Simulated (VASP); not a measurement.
# TlSi2Pt2 (I4/mmm) in VASP: single point with PBE

Aim: the single point of TlSi2Pt2 with PBE.

Program: VASP 6.6.1. These are calculated values, not measurements. Logs are shortened: lines on timing, memory, paths and dates and some standing lists are left out, and cuts for length are marked.

## Step 1: The cell of the first run

Symmetry: I4/mmm, No. 139, tetragonal system. Conventional cell: a = 4.293 Å, b = 4.293 Å, c = 9.842 Å, α = 90.00°, β = 90.00°, γ = 90.00°. Si (site symmetry 4mm) has 1 Si at 2.46 Å and 4 Pt at 2.47 Å and 4 Tl at 3.28 Å within 3.3 Å. Within 3.3 Å of Pt (site symmetry -4m2) lie 4 Si at 2.47 Å and 4 Pt at 3.04 Å and 4 Tl at 3.27 Å. Within 4.3 Å of Tl (site symmetry 4/mmm) lie 8 Pt at 3.27 Å and 10 Si at 3.28 to 3.69 Å and 4 Tl at 4.29 Å.

## Step 2: Single point, PBE

File INCAR:

```
  PREC = Accurate
  ENCUT = 500
  EDIFF = 1E-6
  ISMEAR = -1
  SIGMA = 0.1
  LREAL = F
  LASPH = T
  NELM = 120
  ALGO = Normal
  ISIF = 2
  LWAVE = F
  LCHARG = F
  GGA = PE
  NBANDS = 28
  GGA_COMPAT = F
```

File KPOINTS:

```
regular mesh
0
Gamma
  9 9 9
```

File POSCAR:

```
TlSi2Pt2
1.0
    0.0000000000      4.2929920000      0.0000000000
    4.2929920000      0.0000000000      0.0000000000
    2.1464960000      2.1464960000     -4.9208530000
Si Pt Tl
2 2 1
Direct
    0.3750000000      0.3750000000      0.2500000000
    0.6250000000      0.6250000000      0.7500000000
    0.7500000000      0.2500000000      0.5000000000
    0.2500000000      0.7500000000      0.5000000000
    0.0000000000      0.0000000000      0.0000000000
```

Potentials or basis: VASP PAW PBE potentials, release 64 (Si, Pt, Tl_d).

Command:

```
> cat potpaw_PBE.64/Si/POTCAR potpaw_PBE.64/Pt/POTCAR potpaw_PBE.64/Tl_d/POTCAR > POTCAR
> mpirun -np 1 vasp_std > vasp.out
```

OUTCAR:

```text
PREC = Accurate
   ENCUT = 500
   EDIFF = 1E-6
   ISMEAR = -1
   LREAL = F
   LASPH = T
   NELM = 120
   ISIF = 2
   GGA = PE

 ion  position               nearest neighbor table
   1  0.375  0.375  0.250-   2 2.46   4 2.47   3 2.47   4 2.47   3 2.47   5 3.28   5 3.28   5 3.28
                             5 3.28
   2  0.625  0.625  0.750-   1 2.46   3 2.47   4 2.47   3 2.47   4 2.47   5 3.28   5 3.28   5 3.28
                             5 3.28
   3  0.750  0.250  0.500-   1 2.47   1 2.47   2 2.47   2 2.47   4 3.04   4 3.04   4 3.04   4 3.04
                             5 3.27   5 3.27   5 3.27   5 3.27
   4  0.250  0.750  0.500-   1 2.47   1 2.47   2 2.47   2 2.47   3 3.04   3 3.04   3 3.04   3 3.04
                             5 3.27   5 3.27   5 3.27   5 3.27
   5  0.000  0.000  0.000-   3 3.27   4 3.27   3 3.27   4 3.27   3 3.27   4 3.27   3 3.27   4 3.27
                             2 3.28   2 3.28   1 3.28   1 3.28   2 3.28   1 3.28   2 3.28   1 3.28

  LATTYP: Found a body centered tetragonal cell.
 ALAT       =     4.2929920000
 C/A-ratio  =     2.2925050874

  Lattice vectors:

 A1 = (  -2.1464960000,   2.1464960000,   4.9208530000)
 A2 = (   2.1464960000,  -2.1464960000,   4.9208530000)
 A3 = (   2.1464960000,   2.1464960000,  -4.9208530000)

Analysis of symmetry for initial positions (statically):
=====================================================================
 Subroutine PRICEL returns:
 Original cell was already a primitive cell.

 Routine SETGRP: Setting up the symmetry group for a
 body centered tetragonal supercell.

 Subroutine GETGRP returns: Found 16 space group operations
 (whereof 16 operations were pure point group operations)
 out of a pool of 16 trial point group operations.

The static configuration has the point symmetry D_4h.

Analysis of symmetry for dynamics (positions and initial velocities):
=====================================================================
 Subroutine PRICEL returns:
 Original cell was already a primitive cell.

 Routine SETGRP: Setting up the symmetry group for a
 body centered tetragonal supercell.

 Subroutine GETGRP returns: Found 16 space group operations
 (whereof 16 operations were pure point group operations)
 out of a pool of 16 trial point group operations.

The dynamic configuration has the point symmetry D_4h.

 Subroutine INISYM returns: Found 16 space group operations
 (whereof 16 operations are pure point group operations),
 and found     1 'primitive' translations

[... 103 lines left out ...]
   NSW    =      0    number of steps for IOM
   IBRION =     -1    ionic relax: 0-MD 1-quasi-New 2-CG
   NFREE  =      0    steps in history (QN), initial steepest desc. (CG)
   ISIF   =      2    stress and relaxation
   ISYM   =      2    0-nonsym 1-usesym 2-fastsym
   POTIM  = 0.5000    time-step for ionic-motion
   TEBEG  =    0.0;   TEEND  =   0.0 temperature during run
   PSTRESS=    0.0 pullay stress
   NELECT =      41.0000    total number of electrons
   NUPDOWN=      -1.0000    fix difference up-down
   EMIN   =  10.00;   EMAX   =-10.00  energy-range for DOS
   EFERMI =   0.00;   METHOD = LEGACY
   ISMEAR =    -1;   SIGMA  =   0.10  broadening in eV -4-tet -1-fermi 0-gaus
   EFERMI_NEDOS =   21; number of points for ismear=-14 and -15
   IALGO  =     38    algorithm
   IMIX   =      4    mixing-type and parameters
     AMIX     =   0.40;   BMIX     =  1.00
     AMIX_MAG =   1.60;   BMIX_MAG =  1.00
  volume/ion in A,a.u.               =      18.14       122.40
  Fermi-wavevector in a.u.,A,eV,Ry     =   1.256462  2.374368 21.479464  1.578696
  Thomas-Fermi vector in A             =   2.390169
   LORBIT       =      0    0 simple, 1 ext, 2 COOP (PROOUT), +10 PAW based schemes
   GGA     = PE    functional components
   LHFCALC =     F    Hartree Fock is set to
   AEXX    =    0.0000 exact exchange contribution
   IVDW    =     0    specifies the selected vdW correction
   LEPSILON=     F    determine dielectric tensor
   LRPA    =     F    only Hartree local field effects (RPA)
 non-spin polarized calculation
  energy-cutoff  :      500.00
  volume of cell :       90.69
 maximum number of plane-waves:      2321
   NGX = 15   NGY = 15   NGZ = 21

 number of electron      40.9999994 magnetization

 Free energy of the ion-electron system (eV)
  ---------------------------------------------------
  ext. energy  EPLUGINS =         0.00000000
  ---------------------------------------------------
  free energy    TOTEN  =       -26.93993823 eV

  energy without entropy =      -26.86277074  energy(sigma->0) =      -26.90135448

 E-fermi :   8.8978     XC(G=0): -11.4565

 val. band max:        8.8784058532   @ k =  -0.3333  -0.4444   0.1111
 cond. band min:       8.9205416322   @ k =  -0.2222  -0.4444   0.1111
 fundamental gap:      0.0421357790
 Fermi energy:         8.8978236989

 k-point     1 :       0.0000    0.0000    0.0000
  band No.  band energies     occupation
      1      -2.8942      2.00000
      2      -2.2718      2.00000
      3      -2.2456      2.00000
      4      -2.2012      2.00000
      5      -2.2012      2.00000
      6      -2.1854      2.00000
[... 733 lines left out ...]
     27      15.8439      0.00000
     28      16.8026      0.00000

 [... further k-points ...]

------------------------ aborting loop because EDIFF is reached ----------------------------------------

  FORCE on cell =-STRESS in cart. coord.  units (eV):
  Direction    XX          YY          ZZ          XY          YZ          ZX
  --------------------------------------------------------------------------------------
  -------------------------------------------------------------------------------------
  Total        0.8505552      0.8505552     -0.0496180      0.0000000      0.0000000      0.0000000
  in kB       15.0263174     15.0263174     -0.8765762      0.0000000      0.0000000      0.0000000
  external PRESSURE =       9.7253529 kB  Pullay stress =       0.0000000 kB

 VOLUME and BASIS-vectors are now :
 -----------------------------------------------------------------------------
  energy-cutoff  :      500.00
  volume of cell :       90.69
      direct lattice vectors                 reciprocal lattice vectors
     0.000000000  4.292992000  0.000000000     0.000000000  0.232937774  0.101608400
     4.292992000  0.000000000  0.000000000     0.232937774  0.000000000  0.101608400
     2.146496000  2.146496000 -4.920853000     0.000000000  0.000000000 -0.203216800

 POSITION                                       TOTAL-FORCE (eV/Angst)
 -----------------------------------------------------------------------------------
      2.14650      2.14650     -1.23021         0.000000      0.000000     -0.063995
      4.29299      4.29299     -3.69064        -0.000000     -0.000000      0.063995
      2.14650      4.29299     -2.46043        -0.000000     -0.000000      0.000000
      4.29299      2.14650     -2.46043         0.000000      0.000000      0.000000
      0.00000      0.00000      0.00000         0.000000     -0.000000      0.000000
 -----------------------------------------------------------------------------------
    total drift:                                0.000000     -0.000000     -0.000000

  FREE ENERGIE OF THE ION-ELECTRON SYSTEM (eV)
  ---------------------------------------------------
  free  energy   TOTEN  =       -26.9399382287 eV

  energy  without entropy=      -26.8627707371  energy(sigma->0) =      -26.90135448
```

stdout:

```text
POSCAR found type information on POSCAR SiPtTl
 POSCAR found :  3 types and       5 ions
 scaLAPACK will be used
 LDA part: xc-table for (Slater+PW92), standard interpolation
 POSCAR, INCAR and KPOINTS ok, starting setup
 FFT: planning ... GRIDC
 FFT: planning ... GRID_SOFT
 FFT: planning ... GRID
 WAVECAR not read
 entering main loop
```

Wall time 86 s (1 thread of Intel Xeon Platinum 8488C (Sapphire Rapids), shared host); peak memory 0.32 GiB.

Results:

```
Free energy            : -26.9399 eV
Pressure               : 1.0 GPa
Largest force          : 0.064 eV/Å
Band gap on the k mesh : zero (an odd number of electrons rules out a gap without spin polarisation)
```

Forces on the atoms (eV/Å):
```
Si   0.000  0.000 -0.064
Si   0.000  0.000  0.064
Pt   0.000  0.000  0.000
Pt   0.000  0.000  0.000
Tl   0.000  0.000  0.000
```

Caveat: spin-orbit coupling is left out, which moves the levels of the heavy elements.

The gap in the log of VASP goes by the Fermi energy; the results here count the filled bands.